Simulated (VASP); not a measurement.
# Pd in VASP: further runs

The runs below take Pd through single point, with PBE+D4.

Everything below comes from runs of VASP 6.6.1. Logs are shortened: lines on timing, memory, paths and dates and some standing lists are left out, and cuts for length are marked.

### 1 The cell of the first run

The structure is cubic, space group Im-3m (No. 229). The conventional cell has a = 3.145 Å, b = 3.145 Å, c = 3.145 Å, α = 90.00°, β = 90.00°, γ = 90.00°. Pd (site symmetry m-3m) has 14 Pd at 2.72 to 3.14 Å within 3.6 Å.

This isn't the form of Pd at room conditions, which is fcc.

### 2 Single point, PBE+D4

INCAR

```
PREC = Accurate
ENCUT = 500
EDIFF = 1E-6
ISMEAR = 1
SIGMA = 0.1
LREAL = False
LASPH = True
NELM = 120
ALGO = Normal
ISIF = 2
LWAVE = False
LCHARG = False
GGA = PE
IVDW = 13
NBANDS = 11
GGA_COMPAT = False
```

KPOINTS

```
Automatic mesh
0
Gamma
  10 10 10
  0.5 0.5 0.5
```

POSCAR

```
Pd
1.0
   -1.5722800000      1.5722800000      1.5722800000
    1.5722800000     -1.5722800000      1.5722800000
    1.5722800000      1.5722800000     -1.5722800000
Pd
1
Direct
    0.0000000000      0.0000000000      0.0000000000
```

Potentials or basis: VASP PAW PBE potentials, release 64 (Pd).

On the command line:

```
$ cat potpaw_PBE.64/Pd/POTCAR > POTCAR
$ mpirun -np 1 vasp_std > vasp.out
```

OUTCAR:

```text
PREC = Accurate
   ENCUT = 500
   EDIFF = 1E-6
   ISMEAR = 1
   LREAL = False
   LASPH = True
   NELM = 120
   ISIF = 2
   GGA = PE
   IVDW = 13

 ion  position               nearest neighbor table
   1  0.000  0.000  0.000-

  LATTYP: Found a body centered cubic cell.
 ALAT       =     3.1445600000

  Lattice vectors:

 A1 = (  -1.5722800000,   1.5722800000,   1.5722800000)
 A2 = (   1.5722800000,  -1.5722800000,   1.5722800000)
 A3 = (   1.5722800000,   1.5722800000,  -1.5722800000)

Analysis of symmetry for initial positions (statically):
=====================================================================
 Subroutine PRICEL returns:
 Original cell was already a primitive cell.

 Routine SETGRP: Setting up the symmetry group for a
 body centered cubic supercell.

 Subroutine GETGRP returns: Found 48 space group operations
 (whereof 48 operations were pure point group operations)
 out of a pool of 48 trial point group operations.

The static configuration has the point symmetry O_h .

Analysis of symmetry for dynamics (positions and initial velocities):
=====================================================================
 Subroutine PRICEL returns:
 Original cell was already a primitive cell.

 Routine SETGRP: Setting up the symmetry group for a
 body centered cubic supercell.

 Subroutine GETGRP returns: Found 48 space group operations
 (whereof 48 operations were pure point group operations)
 out of a pool of 48 trial point group operations.

The dynamic configuration has the point symmetry O_h .

 Subroutine INISYM returns: Found 48 space group operations
 (whereof 48 operations are pure point group operations),
 and found     1 'primitive' translations

----------------------------------------------------------------------------------------

                                     Primitive cell

  volume of cell :      15.5471

  direct lattice vectors                    reciprocal lattice vectors
    -1.572280000  1.572280000  1.572280000     0.000000000  0.318009515  0.318009515
     1.572280000 -1.572280000  1.572280000     0.318009515  0.000000000  0.318009515
     1.572280000  1.572280000 -1.572280000     0.318009515  0.318009515  0.000000000

  length of vectors
     2.723268844  2.723268844  2.723268844     0.449733369  0.449733369  0.449733369

  position of ions in fractional coordinates (direct lattice)
     0.000000000  0.000000000  0.000000000

  ion indices of the primitive-cell ions
   primitive index   ion index
                 1           1

----------------------------------------------------------------------------------------

 KPOINTS: Automatic mesh

Automatic generation of k-mesh.
 Grid dimensions read from file:
 generate k-points for:   10   10   10

 Generating k-lattice:

  Cartesian coordinates                     Fractional coordinates (reciprocal lattice)
     0.000000000  0.031800951  0.031800951     0.100000000  0.000000000  0.000000000
     0.031800951  0.000000000  0.031800951     0.000000000  0.100000000  0.000000000
     0.031800951  0.031800951  0.000000000     0.000000000  0.000000000  0.100000000

  Length of vectors
     0.044973337  0.044973337  0.044973337

  Shift w.r.t. Gamma in fractional coordinates (k-lattice)
     0.500000000  0.500000000  0.500000000

 Subroutine IBZKPT returns following result:
 ===========================================

 Found     44 irreducible k-points:

 Following reciprocal coordinates:
            Coordinates               Weight
  0.050000  0.050000  0.050000      8.000000
  0.150000  0.050000  0.050000     24.000000
  0.250000  0.050000  0.050000     24.000000
  0.350000  0.050000  0.050000     24.000000
  0.450000  0.050000  0.050000     12.000000
 -0.050000  0.050000  0.050000      6.000000
[... 16 lines left out ...]
  0.150000  0.150000  0.150000      8.000000
  0.250000  0.150000  0.150000     24.000000
 [... further k-points ...]
   k-points           NKPTS =     44   k-points in BZ     NKDIM =     44   number of bands    NBANDS=     11
   number of dos      NEDOS =    301   number of ions     NIONS =      1
   total plane-waves  NPLWV =   8000
   dimension x,y,z NGX =    20 NGY =   20 NGZ =   20
   dimension x,y,z NGXF=    40 NGYF=   40 NGZF=   40
   ions per type =               1
   NGX,Y,Z   is equivalent  to a cutoff of  12.21, 12.21, 12.21 a.u.
   NGXF,Y,Z  is equivalent  to a cutoff of  24.42, 24.42, 24.42 a.u.
 SYSTEM =  unknown system
   PREC   = accura    normal or accurate (medium, high low for compatibility)
   ISTART =      0    job   : 0-new  1-cont  2-samecut
   ICHARG =      2    charge: 1-file 2-atom 10-const
   ISPIN  =      1    spin polarized calculation?
   LNONCOLLINEAR =      F non collinear calculations
   LSORBIT =      F    spin-orbit coupling
   LASPH  =      T    aspherical Exc in radial PAW
   ENCUT  =  500.0 eV  36.75 Ry    6.06 a.u.   4.97  4.97  4.97*2*pi/ulx,y,z
   NELM   =    120;   NELMIN=  2; NELMDL= -5     # of ELM steps
   EDIFF  = 0.1E-05   stopping-criterion for ELM
   LREAL  =      F    real-space projection
   EDIFFG = 0.1E-04   stopping-criterion for IOM
   NSW    =      0    number of steps for IOM
   IBRION =     -1    ionic relax: 0-MD 1-quasi-New 2-CG
   NFREE  =      0    steps in history (QN), initial steepest desc. (CG)
   ISIF   =      2    stress and relaxation
   ISYM   =      2    0-nonsym 1-usesym 2-fastsym
   POTIM  = 0.5000    time-step for ionic-motion
   TEBEG  =    0.0;   TEEND  =   0.0 temperature during run
   PSTRESS=    0.0 pullay stress
   NELECT =      10.0000    total number of electrons
   NUPDOWN=      -1.0000    fix difference up-down
   EMIN   =  10.00;   EMAX   =-10.00  energy-range for DOS
   EFERMI =   0.00;   METHOD = LEGACY
   ISMEAR =     1;   SIGMA  =   0.10  broadening in eV -4-tet -1-fermi 0-gaus
   EFERMI_NEDOS =   21; number of points for ismear=-14 and -15
   IALGO  =     38    algorithm
   IMIX   =      4    mixing-type and parameters
     AMIX     =   0.40;   BMIX     =  1.00
     AMIX_MAG =   1.60;   BMIX_MAG =  1.00
  volume/ion in A,a.u.               =      15.55       104.92
  Fermi-wavevector in a.u.,A,eV,Ry     =   1.413161  2.670487 27.171157  1.997024
  Thomas-Fermi vector in A             =   2.534835
   LORBIT       =      0    0 simple, 1 ext, 2 COOP (PROOUT), +10 PAW based schemes
   GGA     = PE    functional components
   LHFCALC =     F    Hartree Fock is set to
   AEXX    =    0.0000 exact exchange contribution
   IVDW    =    13    specifies the selected vdW correction
   LEPSILON=     F    determine dielectric tensor
   LRPA    =     F    only Hartree local field effects (RPA)
 non-spin polarized calculation
 Methfessel and Paxton  Order N= 1 SIGMA  =   0.10
  energy-cutoff  :      500.00
  volume of cell :       15.55
 maximum number of plane-waves:       420
   NGX =  9   NGY =  9   NGZ =  9

 number of electron      10.0000005 magnetization

 Free energy of the ion-electron system (eV)
  ---------------------------------------------------
  ext. energy  EPLUGINS =         0.00000000
  ---------------------------------------------------
  free energy    TOTEN  =        -5.16557548 eV

  energy without entropy =       -5.16698081  energy(sigma->0) =       -5.16604393

 E-fermi :   8.8280     XC(G=0): -12.8568

 val. band max:        8.7969974602   @ k =  -0.3500   0.4500   0.2500
 cond. band min:       8.8898926047   @ k =  -0.4500   0.4500   0.4500
 fundamental gap:      0.0928951445
 Fermi energy:         8.8279627793

 k-point     1 :       0.0500    0.0500    0.0500
  band No.  band energies     occupation
      1       2.7227      2.00000
      2       6.0531      2.00000
      3       6.0531      2.00000
      4       6.6306      2.00000
      5       7.9446      2.00000
      6       7.9446      2.00000
      7      27.8556      0.00000
      8      27.8556      0.00000
      9      28.6404      0.00000
     10      33.3984      0.00000
     11      34.5522      0.00000

 k-point     2 :       0.1500    0.0500    0.0500
  band No.  band energies     occupation
      1       3.6296      2.00000
      2       5.7458      2.00000
      3       5.9999      2.00000
      4       7.4545      2.00000
      5       7.7798      2.00000
      6       8.0289      2.00000
      7      25.7618      0.00000
      8      26.8846      0.00000
      9      29.6160      0.00000
     10      30.0370      0.00000
     11      34.3589      0.00000

 k-point     3 :       0.2500    0.0500    0.0500
  band No.  band energies     occupation
      1       4.3114      2.00000
      2       5.4094      2.00000
      3       6.5630      2.00000
      4       7.8010      2.00000
      5       8.1234      2.00000
      6       8.6670      2.04520
      7      22.1146      0.00000
      8      25.3290      0.00000
      9      27.7322      0.00000
     10      31.0246      0.00000
     11      34.6831      0.00000

 k-point     4 :       0.3500    0.0500    0.0500
  band No.  band energies     occupation
      1       4.2394      2.00000
      2       5.1612      2.00000
      3       7.8560      2.00000
      4       8.0059      2.00000
      5       8.2034      2.00000
      6      10.2260     -0.00000
      7      18.4286      0.00000
      8      24.1219      0.00000
      9      25.9918      0.00000
     10      32.2197      0.00000
     11      34.6001      0.00000
[... 239 lines left out ...]
 k-point    22 :      -0.3500   -0.3500    0.0500
  band No.  band energies     occupation
      1       5.0520      2.00000
      2       5.8128      2.00000
      3       5.8128      2.00000
      4       8.2402      2.00000
      5       8.2402      2.00000
      6      16.4913      0.00000
      7      16.4913      0.00000
      8      17.2734      0.00000
      9      27.8182      0.00000
     10      31.4944      0.00000
     11      31.4944      0.00000

 k-point    23 :       0.1500    0.1500    0.1500
  band No.  band energies     occupation
      1       5.3498      2.00000
      2       5.3498      2.00000
      3       5.4459      2.00000
      4       8.0681      2.00000
      5       8.0681      2.00000
      6      10.5333     -0.00000
      7      22.5540      0.00000
      8      22.8335      0.00000
      9      22.8335      0.00000
     10      32.2072      0.00000
     11      35.5292      0.00000

 k-point    24 :       0.2500    0.1500    0.1500
  band No.  band energies     occupation
      1       5.1027      2.00000
      2       5.1941      2.00000
      3       6.3370      2.00000
      4       8.1173      2.00000
      5       8.2175      2.00000
      6      12.7063      0.00000
      7      18.9497      0.00000
      8      21.5531      0.00000
      9      21.8820      0.00000
     10      33.8675      0.00000
     11      35.5320      0.00000

 [... further k-points ...]

------------------------ aborting loop because EDIFF is reached ----------------------------------------

  DFT-D4 for vdW energy calculation

  Edisp (eV):   -0.46773

  FORCE on cell =-STRESS in cart. coord.  units (eV):
  Direction    XX          YY          ZZ          XY          YZ          ZX
  --------------------------------------------------------------------------------------
  -------------------------------------------------------------------------------------
  Total      -0.59354    -0.59354    -0.59354    -0.00000     0.00000     0.00000
  in kB     -61.16603   -61.16603   -61.16603    -0.00000     0.00000     0.00000
  external pressure =      -61.17 kB  Pullay stress =        0.00 kB

 VOLUME and BASIS-vectors are now :
 -----------------------------------------------------------------------------
  energy-cutoff  :      500.00
  volume of cell :       15.55
      direct lattice vectors                 reciprocal lattice vectors
    -1.572280000  1.572280000  1.572280000     0.000000000  0.318009515  0.318009515
     1.572280000 -1.572280000  1.572280000     0.318009515  0.000000000  0.318009515
     1.572280000  1.572280000 -1.572280000     0.318009515  0.318009515  0.000000000

 POSITION                                       TOTAL-FORCE (eV/Angst)
 -----------------------------------------------------------------------------------
      0.00000      0.00000      0.00000         0.000000      0.000000     -0.000000
 -----------------------------------------------------------------------------------
    total drift:                                0.000000     -0.000000      0.000000

  FREE ENERGIE OF THE ION-ELECTRON SYSTEM (eV)
  ---------------------------------------------------
  free  energy   TOTEN  =        -5.6333075400 eV

  energy  without entropy=       -5.6347128641  energy(sigma->0) =       -5.63377598
```

Wall time 3.3 s (1 thread of Intel Xeon 6975P-C (Granite Rapids), shared host); peak memory 0.13 GiB.

Results:

```yaml
Free_energy: -5.6333 eV
Pressure: -6.1 GPa
Band_gap_on_the_k_mesh: zero (bands 5 and 6 overlap by 1.39 eV)
Dispersion_energy_per_atom: -0.468 eV
```

Caveat: the cell stands under tension.

### 3 Single point, PBE+D4

This run uses another cell than the first one, of 15.10 Å³/atom.

INCAR

```
PREC     = Accurate       # precision mode
ENCUT    = 500            # plane-wave cutoff, eV
EDIFF    = 1E-6           # SCF threshold, eV
ISMEAR   = 1              # smearing method
SIGMA    = 0.1            # smearing width, eV
LREAL    = F              # projectors in reciprocal space
LASPH    = T              # aspherical terms in the spheres
NELM     = 120            # most SCF steps
ALGO     = Normal         # electronic algorithm
ISIF     = 2              # what is computed and relaxed
LWAVE    = F              # write WAVECAR
LCHARG   = F              # write CHGCAR
GGA      = PE             # functional
IVDW     = 13             # dispersion correction
NBANDS   = 11             # bands
GGA_COMPAT= F
```

KPOINTS is that of step 2.

POSCAR

```
Pd
1.0
   -1.5552693565      1.5440384453      1.5496335521
    1.5440384453     -1.5552693565      1.5496335521
    1.5779567995      1.5779567995     -1.5608644633
Pd
1
Direct
    0.0000000000      0.0000000000      0.0000000000
```

Potentials or basis: VASP PAW PBE potentials, release 64 (Pd).

On the command line:

```
$ cat potpaw_PBE.64/Pd/POTCAR > POTCAR
$ mpirun -np 1 vasp_std > vasp.out
```

Wall time 13 s (1 thread of Intel Xeon 6975P-C (Granite Rapids), shared host); peak memory 0.16 GiB.

Results (log left out):

* Free energy: -5.6423 eV
* Pressure: -1.4 GPa
* Band gap on the k mesh: zero (bands 5 and 6 overlap by 1.48 eV)
* Dispersion energy per atom: -0.481 eV

Stress tensor (GPa, compression positive):
```
-1.28 -1.59  0.70
-1.59 -1.28  0.70
 0.70  0.70 -1.58
```

Levels at points of the mesh, in eV from the Fermi level:
```csv
k point,band 2,band 3,band 4,band 5,band 6,band 7,band 8,band 9
"(0.05, 0.05, 0.05)",-2.96,-2.86,-2.29,-0.94,-0.91,19.00,19.33,19.90
```
